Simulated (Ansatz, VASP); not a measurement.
## Two plane-wave programs on Al2Cu

File INCAR:

```
SYSTEM = Al2Cu
PREC = Accurate
ENCUT = 520
EDIFF = 1E-6
ISMEAR = 0
SIGMA = 0.15
LREAL = .FALSE.
LASPH = .TRUE.
NELM = 100
ALGO = Fast
ISIF = 2
LWAVE = .FALSE.
LCHARG = .TRUE.
GGA = PE
LELF = .TRUE.
LVHAR = .TRUE.
NBANDS = 16
```

KPOINTS

```
Automatic mesh
0
G
  10 10 14
  0 0 0
```

The input POSCAR:

```
Al2Cu
1.0
    4.1211626268      0.0000000000      0.0000000000
    0.0000000000      4.1211626268      0.0000000000
    0.0000000000      0.0000000000      2.8847334069
Al Cu
2 1
Direct
    0.5067846504      0.0078152784      0.5000000000
   -0.0888098901      0.4655437038      0.5000000000
    0.0348277965      0.0113117371      0.0000000000
```

Input for Ansatz:

```yaml
crystal:
  lattice:
    - [4.1211626268, 0.0, 0.0]
    - [0.0, 4.1211626268, 0.0]
    - [0.0, 0.0, 2.8847334069]
  atoms:
    - { symbol: Al, position: [0.5067846504, 0.0078152784, 0.5] }
    - { symbol: Al, position: [-0.0888098901, 0.4655437038, 0.5] }
    - { symbol: Cu, position: [0.0348277965, 0.0113117371, 0.0] }
basis:
  ecutwfc: 520.0
kpoints:
  mp_grid: { grid: [10, 10, 14] }
hamiltonian:
  xc: pbe
  pseudopotentials: { kind: paw, azcp: { folder: soft_1 } }
scf:
  occupations: { method: gaussian, width: 0.15 }
output:
  forces: true
  stress: true
  eigenvalues: true
```

Change from the starting cell: mode 4 frozen in at -0.366 Å and mode 9 at -0.142 Å (largest displacements).

Alike in both runs: task single point; functional PBE; k mesh 10 × 10 × 14; occupations gaussian, width 0.15 eV; no spin polarisation.

|  | VASP | Ansatz |
| --- | --- | --- |
| version | VASP 6.6.1 | Ansatz 0.2.0 |
| potentials or method | VASP PAW PBE potentials, release 64 (Al, Cu), cutoff 520 eV | scalar-relativistic, plane waves, PAW |
| valence electrons in the cell | 17 | 25 |

```csv
,VASP,Ansatz,Ansatz less VASP
gap on the k mesh at the Fermi level (eV),none,none,-
pressure (GPa),3.9,3.4,-0.50
"traceless stress, the component that is largest in VASP (GPa)",-2.26,-2.28,-0.017
rms of the force components (eV/Å),0.805,0.806,+0.0010
```

Atom by atom the forces differ by 0.007 eV/Å (rms over components). A gap of «none» marks a metal or a gap that the smearing closes. The functional is the same, so the differences come from potentials, cutoffs and numerics. VASP's potentials hold 17 valence electrons a cell and Ansatz's 25, so a difference there can come from the potentials and not from the codes.
